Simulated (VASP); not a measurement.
Here is a VASP 6.6.1 calculation.

INCAR

```
SYSTEM = FeCu
PREC = Accurate
ENCUT = 520
EDIFF = 1E-7
ISMEAR = -1
SIGMA = 0.03
LREAL = .False.
LASPH = .True.
NELM = 150
ALGO = Normal
ISIF = 2
LWAVE = .False.
LCHARG = .False.
ISPIN = 2
MAGMOM = 3 0
LORBIT = 11
LMAXMIX = 4
GGA = PE
NBANDS = 20
```

File KPOINTS:

```
Automatic mesh
0
Gamma
  12 12 7
  0 0 0
```

File POSCAR:

```
FeCu
1.0
    1.3624293820     -1.8831067358      0.0000000000
    1.3624293820      1.8831067358      0.0000000000
    0.0000000000      0.0000000000      3.9199238467
Fe Cu
1 1
Direct
    0.0000000000      0.0000000000      0.0000000000
    0.5000000000      0.5000000000      0.5000000000
```

Potentials or basis: VASP PAW PBE potentials, release 64 (Fe, Cu).

Launch:

```bash
$ cat potpaw_PBE.64/Fe/POTCAR potpaw_PBE.64/Cu/POTCAR > POTCAR
$ mpirun -np 1 vasp_std > vasp.out
```

Problem. What does it give for the site moments?

Solution. Fe +2.09; Cu +0.05 μB.

Problem. Estimate the net moment.

Solution. 2.15 μB per cell.

Problem. Predict the pressure.

Solution. 37.3 GPa.

Stress tensor (GPa, compression positive):
```
37.61  0.00  0.00
 0.00 36.93  0.00
 0.00  0.00 37.33
```
